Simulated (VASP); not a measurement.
# Al2Ru (Fddd) in VASP: single point with PBEsol

Aim: the single point of Al2Ru with PBEsol.

All numbers are computed with VASP 6.6.1; they aren't measurements. Logs are shortened: lines on timing, memory, paths and dates and some standing lists are left out, and cuts for length are marked.

**1. The cell of the first run**

The structure is orthorhombic, space group Fddd (No. 70). The conventional cell has a = 5.230 Å, b = 7.975 Å, c = 8.770 Å, α = 90.00°, β = 90.00°, γ = 90.00°. Al (site symmetry 2) has 5 Ru at 2.62 to 2.95 Å and 9 Al at 2.66 to 3.24 Å within 3.5 Å. Within 3.5 Å of Ru (site symmetry 222) lie 10 Al at 2.62 to 2.95 Å and 4 Ru at 3.24 Å.

**2. Single point, PBEsol (strain +0.1125 x Voigt [1, 0, 0, 0, 0, 0])**

The input, INCAR:

```
ALGO     = Normal         # electronic algorithm
EDIFF    = 1E-6           # SCF threshold, eV
ENCUT    = 520            # plane-wave cutoff, eV
GGA      = PS             # functional
ISIF     = 2              # what is computed and relaxed
ISMEAR   = 0              # smearing method
LASPH    = True           # aspherical terms in the spheres
LCHARG   = False          # write CHGCAR
LREAL    = False          # projectors in reciprocal space
LWAVE    = False          # write WAVECAR
NBANDS   = 29             # bands
NELM     = 80             # most SCF steps
PREC     = Accurate       # precision mode
SIGMA    = 0.03           # smearing width, eV
```

The input, KPOINTS:

```
k-points
0
Gamma
  10 10 10
```

The input, POSCAR:

```
Al2Ru
1.0
    0.0000000000      3.9876480409      4.3850793490
    2.6150081150      0.0000000000      4.3850793490
    2.6150081150      3.9876480409      0.0000000000
Al Ru
4 2
Direct
    0.0789481736      0.4210518264      0.0789481736
    0.4210518264      0.0789481736      0.4210518264
    0.1710518264      0.8289481736      0.1710518264
    0.8289481736      0.1710518264      0.8289481736
    0.7500000000      0.7500000000      0.7500000000
    0.5000000000      0.5000000000      0.5000000000
```

Potentials or basis: VASP PAW PBE potentials, release 64 (Al, Ru_pv).

On the command line:

```
cat potpaw_PBE.64/Al/POTCAR potpaw_PBE.64/Ru_pv/POTCAR > POTCAR
mpirun -np 1 vasp_std > vasp.out
```

OUTCAR:

```text
EDIFF = 1E-6
   ENCUT = 520
   GGA = PS
   ISIF = 2
   ISMEAR = 0
   LASPH = True
   LREAL = False
   NELM = 80
   PREC = Accurate

 ion  position               nearest neighbor table
   1  0.079  0.421  0.079-   5 2.62   6 2.63   6 2.63   3 2.66   3 2.66   2 2.73   2 2.90   2 2.90
                             5 2.95   5 2.95   4 3.24   4 3.24   4 3.24   4 3.24
   2  0.421  0.079  0.421-   5 2.62   6 2.63   6 2.63   4 2.66   4 2.66   1 2.73   1 2.90   1 2.90
                             5 2.95   5 2.95   3 3.24   3 3.24   3 3.24   3 3.24
   3  0.171  0.829  0.171-   6 2.62   5 2.63   5 2.63   1 2.66   1 2.66   4 2.73   4 2.90   4 2.90
                             6 2.95   6 2.95   2 3.24   2 3.24   2 3.24   2 3.24
   4  0.829  0.171  0.829-   6 2.62   5 2.63   5 2.63   2 2.66   2 2.66   3 2.73   3 2.90   3 2.90
                             6 2.95   6 2.95   1 3.24   1 3.24   1 3.24   1 3.24
   5  0.750  0.750  0.750-   1 2.62   2 2.62   4 2.63   3 2.63   4 2.63   3 2.63   2 2.95   2 2.95
                             1 2.95   1 2.95   6 3.24   6 3.24   6 3.24   6 3.24
   6  0.500  0.500  0.500-   3 2.62   4 2.62   1 2.63   2 2.63   1 2.63   2 2.63   3 2.95   3 2.95
                             4 2.95   4 2.95   5 3.24   5 3.24   5 3.24   5 3.24

  LATTYP: Found a face centered orthorhombic cell.
 ALAT       =     5.2300162300
 B/A-ratio  =     1.5249084766
 C/A-ratio  =     1.6768893847

  Lattice vectors:

 A1 = (   0.0000000000,   3.9876480409,   4.3850793490)
 A2 = (   2.6150081150,   0.0000000000,   4.3850793490)
 A3 = (   2.6150081150,   3.9876480409,   0.0000000000)

Analysis of symmetry for initial positions (statically):
=====================================================================
 Subroutine PRICEL returns:
 Original cell was already a primitive cell.

 Routine SETGRP: Setting up the symmetry group for a
 face centered orthorhombic supercell.

 Subroutine GETGRP returns: Found  8 space group operations
 (whereof  4 operations were pure point group operations)
 out of a pool of  8 trial point group operations.

The static configuration has the point symmetry D_2 .
 The point group associated with its full space group is D_2h.

Analysis of symmetry for dynamics (positions and initial velocities):
=====================================================================
 Subroutine PRICEL returns:
 Original cell was already a primitive cell.

 Routine SETGRP: Setting up the symmetry group for a
 face centered orthorhombic supercell.

 Subroutine GETGRP returns: Found  8 space group operations
 (whereof  4 operations were pure point group operations)
 out of a pool of  8 trial point group operations.

The dynamic configuration has the point symmetry D_2 .
 The point group associated with its full space group is D_2h.

 Subroutine INISYM returns: Found  8 space group operations
 (whereof  4 operations are pure point group operations),
 and found     1 'primitive' translations

----------------------------------------------------------------------------------------

                                     Primitive cell

  volume of cell :      91.4529

  direct lattice vectors                    reciprocal lattice vectors
     0.000000000  3.987648041  4.385079349    -0.191203996  0.125387194  0.114023022
     2.615008115  0.000000000  4.385079349     0.191203996 -0.125387194  0.114023022
     2.615008115  3.987648041  0.000000000     0.191203996  0.125387194 -0.114023022

  length of vectors
     5.927078352  5.105603621  4.768606121     0.255503750  0.255503750  0.255503750

  position of ions in fractional coordinates (direct lattice)
     0.078948174  0.421051826  0.078948174
     0.421051826  0.078948174  0.421051826
     0.171051826  0.828948174  0.171051826
     0.828948174  0.171051826  0.828948174
     0.750000000  0.750000000  0.750000000
     0.500000000  0.500000000  0.500000000

  ion indices of the primitive-cell ions
   primitive index   ion index
                 1           1
                 2           2
                 3           3
                 4           4
                 5           5
                 6           6

----------------------------------------------------------------------------------------

 KPOINTS: k-points

Automatic generation of k-mesh.
 Grid dimensions read from file:
 generate k-points for:   10   10   10

 Generating k-lattice:

  Cartesian coordinates                     Fractional coordinates (reciprocal lattice)
    -0.019120400  0.012538719  0.011402302     0.100000000  0.000000000  0.000000000
     0.019120400 -0.012538719  0.011402302     0.000000000  0.100000000  0.000000000
     0.019120400  0.012538719 -0.011402302    -0.000000000 -0.000000000  0.100000000

  Length of vectors
     0.025550375  0.025550375  0.025550375

  Shift w.r.t. Gamma in fractional coordinates (k-lattice)
     0.000000000  0.000000000  0.000000000

 Subroutine IBZKPT returns following result:
 ===========================================

 Found    171 irreducible k-points:

 Following reciprocal coordinates:
            Coordinates               Weight
  0.000000  0.000000  0.000000      1.000000
  0.100000 -0.000000 -0.000000      8.000000
  0.200000 -0.000000 -0.000000      8.000000
  0.300000 -0.000000 -0.000000      8.000000
  0.400000 -0.000000  0.000000      8.000000
  0.500000 -0.000000 -0.000000      4.000000
[... 16 lines left out ...]
  0.300000  0.300000  0.000000      2.000000
  0.400000  0.300000  0.000000      8.000000
 [... further k-points ...]
   k-points           NKPTS =    171   k-points in BZ     NKDIM =    171   number of bands    NBANDS=     29
   number of dos      NEDOS =    301   number of ions     NIONS =      6
   total plane-waves  NPLWV =  69120
   dimension x,y,z NGX =    48 NGY =   40 NGZ =   36
   dimension x,y,z NGXF=    96 NGYF=   80 NGZF=   72
   ions per type =               4   2
   NGX,Y,Z   is equivalent  to a cutoff of  13.46, 13.02, 12.55 a.u.
   NGXF,Y,Z  is equivalent  to a cutoff of  26.93, 26.05, 25.10 a.u.
 SYSTEM =  unknown system
   PREC   = accura    normal or accurate (medium, high low for compatibility)
   ISTART =      0    job   : 0-new  1-cont  2-samecut
   ICHARG =      2    charge: 1-file 2-atom 10-const
   ISPIN  =      1    spin polarized calculation?
   LNONCOLLINEAR =      F non collinear calculations
   LSORBIT =      F    spin-orbit coupling
   LASPH  =      T    aspherical Exc in radial PAW
   ENCUT  =  520.0 eV  38.22 Ry    6.18 a.u.  11.02  9.49  8.87*2*pi/ulx,y,z
   NELM   =     80;   NELMIN=  2; NELMDL= -5     # of ELM steps
   EDIFF  = 0.1E-05   stopping-criterion for ELM
   LREAL  =      F    real-space projection
   EDIFFG = 0.1E-04   stopping-criterion for IOM
   NSW    =      0    number of steps for IOM
   IBRION =     -1    ionic relax: 0-MD 1-quasi-New 2-CG
   NFREE  =      0    steps in history (QN), initial steepest desc. (CG)
   ISIF   =      2    stress and relaxation
   ISYM   =      2    0-nonsym 1-usesym 2-fastsym
   POTIM  = 0.5000    time-step for ionic-motion
   TEBEG  =    0.0;   TEEND  =   0.0 temperature during run
   PSTRESS=    0.0 pullay stress
   NELECT =      40.0000    total number of electrons
   NUPDOWN=      -1.0000    fix difference up-down
   EMIN   =  10.00;   EMAX   =-10.00  energy-range for DOS
   EFERMI =   0.00;   METHOD = LEGACY
   ISMEAR =     0;   SIGMA  =   0.03  broadening in eV -4-tet -1-fermi 0-gaus
   EFERMI_NEDOS =   21; number of points for ismear=-14 and -15
   IALGO  =     38    algorithm
   IMIX   =      4    mixing-type and parameters
     AMIX     =   0.40;   BMIX     =  1.00
     AMIX_MAG =   1.60;   BMIX_MAG =  1.00
  volume/ion in A,a.u.               =      15.24       102.86
  Fermi-wavevector in a.u.,A,eV,Ry     =   1.242689  2.348341 21.011144  1.544275
  Thomas-Fermi vector in A             =   2.377032
   LORBIT       =      0    0 simple, 1 ext, 2 COOP (PROOUT), +10 PAW based schemes
   GGA     = PS    functional components
   LHFCALC =     F    Hartree Fock is set to
   AEXX    =    0.0000 exact exchange contribution
   IVDW    =     0    specifies the selected vdW correction
   LEPSILON=     F    determine dielectric tensor
   LRPA    =     F    only Hartree local field effects (RPA)
 non-spin polarized calculation
 Gauss-broadening in eV      SIGMA  =   0.03
  energy-cutoff  :      520.00
  volume of cell :       91.45
 maximum number of plane-waves:      2496
 NGX is ok and might be reduce to    48
   NGX = 23   NGY = 19   NGZ = 17

 number of electron      40.0000004 magnetization

 Free energy of the ion-electron system (eV)
  ---------------------------------------------------
  ext. energy  EPLUGINS =         0.00000000
  ---------------------------------------------------
  free energy    TOTEN  =       -39.89827213 eV

  energy without entropy =      -39.89827213  energy(sigma->0) =      -39.89827213

 E-fermi :   9.1007     XC(G=0): -11.5271

 val. band max:        8.9708162641   @ k =   0.2000   0.2000   0.0000
 cond. band min:       9.2990528968   @ k =   0.0000   0.4000   0.4000
 fundamental gap:      0.3282366327
 Fermi energy:         9.1007062032

 k-point     1 :       0.0000    0.0000    0.0000
  band No.  band energies     occupation
      1     -33.2041      2.00000
      2     -33.1374      2.00000
      3     -33.1363      2.00000
      4     -33.1334      2.00000
      5     -33.1194      2.00000
      6     -33.0843      2.00000
[... 21 lines left out ...]
     28      12.3369      0.00000
     29      13.4319      0.00000

 k-point     2 :       0.1000   -0.0000   -0.0000
  band No.  band energies     occupation
      1     -33.2034      2.00000
      2     -33.1438      2.00000
      3     -33.1352      2.00000
      4     -33.1292      2.00000
      5     -33.1188      2.00000
      6     -33.0847      2.00000
[... 696 lines left out ...]
 k-point    24 :       0.4000    0.3000    0.0000
  band No.  band energies     occupation
      1     -33.1866      2.00000
      2     -33.1581      2.00000
      3     -33.1419      2.00000
      4     -33.1380      2.00000
      5     -33.1031      2.00000
      6     -33.0890      2.00000
[... 21 lines left out ...]
     28      13.9138      0.00000
     29      14.6727      0.00000

 [... further k-points ...]

------------------------ aborting loop because EDIFF is reached ----------------------------------------

  FORCE on cell =-STRESS in cart. coord.  units (eV):
  Direction    XX          YY          ZZ          XY          YZ          ZX
  --------------------------------------------------------------------------------------
  -------------------------------------------------------------------------------------
  Total      -16.0797192     -2.8136925     -5.1162175      0.0000000      0.0000000      0.0000000
  in kB     -281.7031677    -49.2935282    -89.6318305      0.0000000      0.0000000      0.0000000
  external PRESSURE =    -140.2095088 kB  Pullay stress =       0.0000000 kB

 VOLUME and BASIS-vectors are now :
 -----------------------------------------------------------------------------
  energy-cutoff  :      520.00
  volume of cell :       91.45
      direct lattice vectors                 reciprocal lattice vectors
     0.000000000  3.987648041  4.385079349    -0.191203996  0.125387194  0.114023022
     2.615008115  0.000000000  4.385079349     0.191203996 -0.125387194  0.114023022
     2.615008115  3.987648041  0.000000000     0.191203996  0.125387194 -0.114023022

 POSITION                                       TOTAL-FORCE (eV/Angst)
 -----------------------------------------------------------------------------------
      1.30750      0.62964      2.19254         0.000000     -0.592381      0.000000
      1.30750      3.35801      2.19254         0.000000      0.592381      0.000000
      2.61501      1.36419      4.38508        -0.000000      0.592381      0.000000
      2.61501      6.61111      4.38508        -0.000000     -0.592381      0.000000
      3.92251      5.98147      6.57762         0.000000     -0.000000      0.000000
      2.61501      3.98765      4.38508        -0.000000      0.000000      0.000000
 -----------------------------------------------------------------------------------
    total drift:                               -0.000000     -0.000000     -0.000000

  FREE ENERGIE OF THE ION-ELECTRON SYSTEM (eV)
  ---------------------------------------------------
  free  energy   TOTEN  =       -39.8982721262 eV

  energy  without entropy=      -39.8982721262  energy(sigma->0) =      -39.89827213
```

Run time: 6.8 min. Hardware: 1 thread of Intel Xeon Platinum 8259CL at 2.50GHz (Skylake/Cascade Lake), shared host; peak memory 0.5 GiB.

Results:

| Quantity | Value |
| --- | --- |
| Free energy | -39.8983 eV |
| Pressure | -14.0 GPa |
| Largest force | 0.592 eV/Å |
| Band gap on the k mesh | 0.33 eV (least direct gap 0.98 eV) |

Forces in eV/Å, atoms in the order of the input:
```
Al   0.000 -0.592  0.000
Al   0.000  0.592  0.000
Al   0.000  0.592  0.000
Al   0.000 -0.592  0.000
Ru   0.000  0.000  0.000
Ru   0.000  0.000  0.000
```

Caveat: the cell differs from its parent crystal (strain +0.1125 x Voigt [1, 0, 0, 0, 0, 0]); the stress differs along the axes, from -28 to -5 GPa; the PAW data sets were made with another functional, which shifts forces and pressure a little. A k mesh can miss the band edges.
